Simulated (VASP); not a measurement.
# Pt in VASP: relaxation of the atoms with LDA

Aim: the relaxation of the atoms of Pt with LDA.

Everything below comes from runs of VASP 6.6.1. Logs are shortened: lines on timing, memory, paths and dates and some standing lists are left out, and cuts for length are marked.

### 1 The cell of the first run

The cell holds a slab with vacuum, 4 atoms: a = 2.753 Å, b = 2.753 Å, c = 21.841 Å, α = 90.00°, β = 90.00°, γ = 90.00°.

### 2 Relaxation of the atoms, LDA

File INCAR:

```
SYSTEM = Pt
  PREC = Accurate
  ENCUT = 520
  EDIFF = 1E-6
  ISMEAR = -1
  SIGMA = 0.05
  LREAL = .False.
  LASPH = .True.
  NELM = 60
  ALGO = Normal
  ISIF = 2
  LWAVE = .False.
  LCHARG = .False.
  LDIPOL = .True.
  IDIPOL = 3
  DIPOL = 0.5 0.5 0.500
  IBRION = 2
  NSW = 32
  EDIFFG = -0.01
  KPAR = 4
```

File KPOINTS:

```
regular mesh
0
Gamma
  15 15 1
  0 0 0
```

File POSCAR:

```
Pt
1.0
    2.7533987118      0.0000000000      0.0000000000
    0.0000000000      2.7533987118      0.0000000000
    0.0000000000      0.0000000000     21.8408000000
Pt
4
Direct
    0.2500000000      0.2500000000      0.3695088340
    0.7500000000      0.7500000000      0.4559661472
    0.2500000000      0.2500000000      0.5440338527
    0.7500000000      0.7500000000      0.6304911655
```

Potentials or basis: VASP PAW LDA potentials, release 64 (Pt).

On the command line:

```console
> cat potpaw_LDA.64/Pt/POTCAR > POTCAR
> mpirun -np 4 vasp_std > vasp.out
```

OUTCAR:

```text
SYSTEM = Pt
   PREC = Accurate
   ENCUT = 520
   EDIFF = 1E-6
   ISMEAR = -1
   LREAL = .False.
   LASPH = .True.
   NELM = 60
   ISIF = 2
   IBRION = 2
   NSW = 32
   EDIFFG = -0.01

 ion  position               nearest neighbor table
   1  0.250  0.250  0.370-   2 2.71   2 2.71   2 2.71   2 2.71
   2  0.750  0.750  0.456-   1 2.71   1 2.71   1 2.71   1 2.71   3 2.74   3 2.74   3 2.74   3 2.74

   3  0.250  0.250  0.544-   4 2.71   4 2.71   4 2.71   4 2.71   2 2.74   2 2.74   2 2.74   2 2.74

   4  0.750  0.750  0.630-   3 2.71   3 2.71   3 2.71   3 2.71

  LATTYP: Found a simple tetragonal cell.
 ALAT       =     2.7533987118
 C/A-ratio  =     7.9323055925

  Lattice vectors:

 A1 = (   2.7533987118,   0.0000000000,   0.0000000000)
 A2 = (   0.0000000000,   2.7533987118,   0.0000000000)
 A3 = (   0.0000000000,   0.0000000000,  21.8408000000)

Analysis of symmetry for initial positions (statically):
=====================================================================
 Subroutine PRICEL returns:
 Original cell was already a primitive cell.

 Routine SETGRP: Setting up the symmetry group for a
 simple tetragonal supercell.

 Subroutine GETGRP returns: Found 16 space group operations
 (whereof  4 operations were pure point group operations)
 out of a pool of 16 trial point group operations.

The static configuration has the point symmetry C_2h.
 The point group associated with its full space group is D_4h.

Analysis of symmetry for dynamics (positions and initial velocities):
=====================================================================
 Subroutine PRICEL returns:
 Original cell was already a primitive cell.

 Routine SETGRP: Setting up the symmetry group for a
 simple tetragonal supercell.

 Subroutine GETGRP returns: Found 16 space group operations
 (whereof  4 operations were pure point group operations)
 out of a pool of 16 trial point group operations.

The dynamic configuration has the point symmetry C_2h.
 The point group associated with its full space group is D_4h.

 Subroutine INISYM returns: Found 16 space group operations
 (whereof  4 operations are pure point group operations),
 and found     1 'primitive' translations

----------------------------------------------------------------------------------------

                                     Primitive cell

  volume of cell :     165.5796

  direct lattice vectors                    reciprocal lattice vectors
     2.753398712  0.000000000  0.000000000     0.363187502  0.000000000  0.000000000
     0.000000000  2.753398712  0.000000000     0.000000000  0.363187502  0.000000000
     0.000000000  0.000000000 21.840800000     0.000000000  0.000000000  0.045785869

  length of vectors
     2.753398712  2.753398712 21.840800000     0.363187502  0.363187502  0.045785869

  position of ions in fractional coordinates (direct lattice)
     0.250000000  0.250000000  0.369508834
     0.750000000  0.750000000  0.455966147
     0.250000000  0.250000000  0.544033853
     0.750000000  0.750000000  0.630491165

  ion indices of the primitive-cell ions
   primitive index   ion index
                 1           1
                 2           2
                 3           3
                 4           4

----------------------------------------------------------------------------------------

 KPOINTS: regular mesh

Automatic generation of k-mesh.
 Grid dimensions read from file:
 generate k-points for:   15   15    1

 Generating k-lattice:

  Cartesian coordinates                     Fractional coordinates (reciprocal lattice)
     0.024212500  0.000000000  0.000000000     0.066666667  0.000000000  0.000000000
     0.000000000  0.024212500  0.000000000     0.000000000  0.066666667  0.000000000
     0.000000000  0.000000000  0.045785869     0.000000000  0.000000000  1.000000000

  Length of vectors
     0.024212500  0.024212500  0.045785869

  Shift w.r.t. Gamma in fractional coordinates (k-lattice)
     0.000000000  0.000000000  0.000000000

 Subroutine IBZKPT returns following result:
 ===========================================

 Found     36 irreducible k-points:

 Following reciprocal coordinates:
            Coordinates               Weight
  0.000000  0.000000  0.000000      1.000000
  0.066667  0.000000  0.000000      4.000000
  0.133333  0.000000  0.000000      4.000000
  0.200000  0.000000  0.000000      4.000000
  0.266667  0.000000  0.000000      4.000000
  0.333333  0.000000  0.000000      4.000000
[... 16 lines left out ...]
  0.266667  0.200000  0.000000      8.000000
  0.333333  0.200000  0.000000      8.000000
 [... further k-points ...]
   k-points           NKPTS =     36   k-points in BZ     NKDIM =     36   number of bands    NBANDS=     24
   number of dos      NEDOS =    301   number of ions     NIONS =      4
   total plane-waves  NPLWV =  64800
   dimension x,y,z NGX =    20 NGY =   20 NGZ =  162
   dimension x,y,z NGXF=    40 NGYF=   40 NGZF=  324
   ions per type =               4
   NGX,Y,Z   is equivalent  to a cutoff of  12.08, 12.08, 12.33 a.u.
   NGXF,Y,Z  is equivalent  to a cutoff of  24.15, 24.15, 24.66 a.u.
 SYSTEM =  Pt
   PREC   = accura    normal or accurate (medium, high low for compatibility)
   ISTART =      0    job   : 0-new  1-cont  2-samecut
   ICHARG =      2    charge: 1-file 2-atom 10-const
   ISPIN  =      1    spin polarized calculation?
   LNONCOLLINEAR =      F non collinear calculations
   LSORBIT =      F    spin-orbit coupling
   LASPH  =      T    aspherical Exc in radial PAW
   ENCUT  =  520.0 eV  38.22 Ry    6.18 a.u.   5.12  5.12 40.61*2*pi/ulx,y,z
   NELM   =     60;   NELMIN=  2; NELMDL= -5     # of ELM steps
   EDIFF  = 0.1E-05   stopping-criterion for ELM
   LREAL  =      F    real-space projection
   EDIFFG = -.1E-01   stopping-criterion for IOM
   NSW    =     32    number of steps for IOM
   IBRION =      2    ionic relax: 0-MD 1-quasi-New 2-CG
   NFREE  =      1    steps in history (QN), initial steepest desc. (CG)
   ISIF   =      2    stress and relaxation
   ISYM   =      2    0-nonsym 1-usesym 2-fastsym
   POTIM  = 0.5000    time-step for ionic-motion
   TEBEG  =    0.0;   TEEND  =   0.0 temperature during run
   PSTRESS=    0.0 pullay stress
   NELECT =      40.0000    total number of electrons
   NUPDOWN=      -1.0000    fix difference up-down
   EMIN   =  10.00;   EMAX   =-10.00  energy-range for DOS
   EFERMI =   0.00;   METHOD = LEGACY
   ISMEAR =    -1;   SIGMA  =   0.05  broadening in eV -4-tet -1-fermi 0-gaus
   EFERMI_NEDOS =   21; number of points for ismear=-14 and -15
   IALGO  =     38    algorithm
   IMIX   =      4    mixing-type and parameters
     AMIX     =   0.40;   BMIX     =  1.00
     AMIX_MAG =   1.60;   BMIX_MAG =  1.00
  volume/ion in A,a.u.               =      41.39       279.35
  Fermi-wavevector in a.u.,A,eV,Ry     =   1.019591  1.926747 14.144146  1.039565
  Thomas-Fermi vector in A             =   2.153113
   LORBIT       =      0    0 simple, 1 ext, 2 COOP (PROOUT), +10 PAW based schemes
   GGA     = CA    functional components
   LHFCALC =     F    Hartree Fock is set to
   AEXX    =    0.0000 exact exchange contribution
   IVDW    =     0    specifies the selected vdW correction
   LEPSILON=     F    determine dielectric tensor
   LRPA    =     F    only Hartree local field effects (RPA)
 conjugate gradient relaxation of ions
 non-spin polarized calculation
  energy-cutoff  :      520.00
  volume of cell :      165.58
 maximum number of plane-waves:      4494
   NGX = 11   NGY = 11   NGZ = 81

 dipolmoment           0.000000      0.000000     -0.000000 electrons x Angstroem

--------------------------------------- Ionic step        1  -------------------------------------------

 number of electron      39.9999999 magnetization

 Free energy of the ion-electron system (eV)
  ---------------------------------------------------
  ext. energy  EPLUGINS =         0.00000000
  ---------------------------------------------------
  free energy    TOTEN  =       -27.79957449 eV

  energy without entropy =      -27.74558836  energy(sigma->0) =      -27.77258143

------------------------ aborting loop because EDIFF is reached ----------------------------------------

  FORCE on cell =-STRESS in cart. coord.  units (eV):
  Direction    XX          YY          ZZ          XY          YZ          ZX
  --------------------------------------------------------------------------------------
  -------------------------------------------------------------------------------------
  Total       -3.1516933     -3.1516933      0.2121119     -0.0000000     -0.0000000      0.0000000
  in kB      -30.4963444    -30.4963444      2.0524328     -0.0000000     -0.0000000      0.0000000
  external PRESSURE =     -19.6467520 kB  Pullay stress =       0.0000000 kB
[... 213 lines left out ...]
  energy  without entropy=      -27.7454658849  energy(sigma->0) =      -27.77267673

--------------------------------------- Ionic step        7  -------------------------------------------

 number of electron      40.0000000 magnetization

 dipolmoment           0.000000      0.000000      0.000000 electrons x Angstroem

 Free energy of the ion-electron system (eV)
  ---------------------------------------------------
  ext. energy  EPLUGINS =         0.00000000
  ---------------------------------------------------
  free energy    TOTEN  =       -27.79990297 eV

  energy without entropy =      -27.74541553  energy(sigma->0) =      -27.77265925

 E-fermi :   0.2393     XC(G=0):  -5.8021

 val. band max:        0.2275551630   @ k =   0.0667   0.0667   0.0000
 cond. band min:       0.2643303512   @ k =   0.4667   0.2000   0.0000
 fundamental gap:      0.0367751882
 Fermi energy:         0.2392513720

 k-point     1 :       0.0000    0.0000    0.0000
  band No.  band energies     occupation
      1      -9.6617      2.00000
      2      -7.8006      2.00000
      3      -6.7133      2.00000
      4      -6.4739      2.00000
      5      -6.2310      2.00000
      6      -5.5384      2.00000
[... 637 lines left out ...]
     23       2.6184      0.00000
     24       5.0131      0.00000

 [... further k-points ...]

------------------------ aborting loop because EDIFF is reached ----------------------------------------

 vacuum level on the upper side and lower side of the slab       (xc-potential included)        -0.010        -0.010

  FORCE on cell =-STRESS in cart. coord.  units (eV):
  Direction    XX          YY          ZZ          XY          YZ          ZX
  --------------------------------------------------------------------------------------
  -------------------------------------------------------------------------------------
  Total       -3.3505434     -3.3505434     -0.0438729      0.0000000     -0.0000000     -0.0000000
  in kB      -32.4204533    -32.4204533     -0.4245221      0.0000000     -0.0000000     -0.0000000
  external PRESSURE =     -21.7551429 kB  Pullay stress =       0.0000000 kB

 VOLUME and BASIS-vectors are now :
 -----------------------------------------------------------------------------
  energy-cutoff  :      520.00
  volume of cell :      165.58
      direct lattice vectors                 reciprocal lattice vectors
     2.753398712  0.000000000  0.000000000     0.363187502  0.000000000  0.000000000
     0.000000000  2.753398712  0.000000000     0.000000000  0.363187502  0.000000000
     0.000000000  0.000000000 21.840800000     0.000000000  0.000000000  0.045785869
[... 10 lines left out ...]
  FREE ENERGIE OF THE ION-ELECTRON SYSTEM (eV)
  ---------------------------------------------------
  free  energy   TOTEN  =       -27.7999029730 eV

  energy  without entropy=      -27.7454155293  energy(sigma->0) =      -27.77265925

 reached required accuracy - stopping structural energy minimisation

 vacuum level on the upper side and lower side of the slab         6.216         6.216
```

Wall time 3.5 min (4 MPI ranks of Oxide Virtual Turin-like, shared host); peak memory 0.24 GiB.

Results:

| Quantity | Value |
| --- | --- |
| Free energy | -27.7999 eV |
| Energy gained by relaxing | 0.1 meV/atom |
| Ionic steps | 7 |
| Band gap on the k mesh | zero (bands 20 and 21 overlap by 1.56 eV) |

The path:
```
step  energy change (eV)  largest force (eV/Å)  pressure (GPa)
   1              0.0000                0.0451           -1.96
   2             -0.0002                0.0248           -2.02
   3             -0.0002                0.0313           -2.07
   4             -0.0002                0.0581           -2.16
   5             -0.0002                0.0400           -2.11
   6             -0.0003                0.0145           -2.15
   7             -0.0003                0.0011           -2.18
```

Final structure:
```xyz
4
Lattice="2.7534 0.0000 0.0000 0.0000 2.7534 0.0000 0.0000 0.0000 21.8408" Properties=species:S:1:pos:R:3 pbc="T T T"
Pt    0.6883    0.6883    8.0632
Pt    2.0650    2.0650    9.9564
Pt    0.6883    0.6883   11.8844
Pt    2.0650    2.0650   13.7776
```

Levels at points of the mesh, in eV from the Fermi level:
```tsv
k point	band 16	band 17	band 18	band 19	band 20	band 21	band 22	band 23	band 24
(0.00, 0.00, 0.00)	-1.60	-0.93	-0.78	-0.78	-0.10	0.14	0.27	0.27	0.27
```

Caveat: spin-orbit coupling is left out, which moves the levels of the heavy elements.

The gap in the log of VASP goes by the Fermi energy; the results here count the filled bands.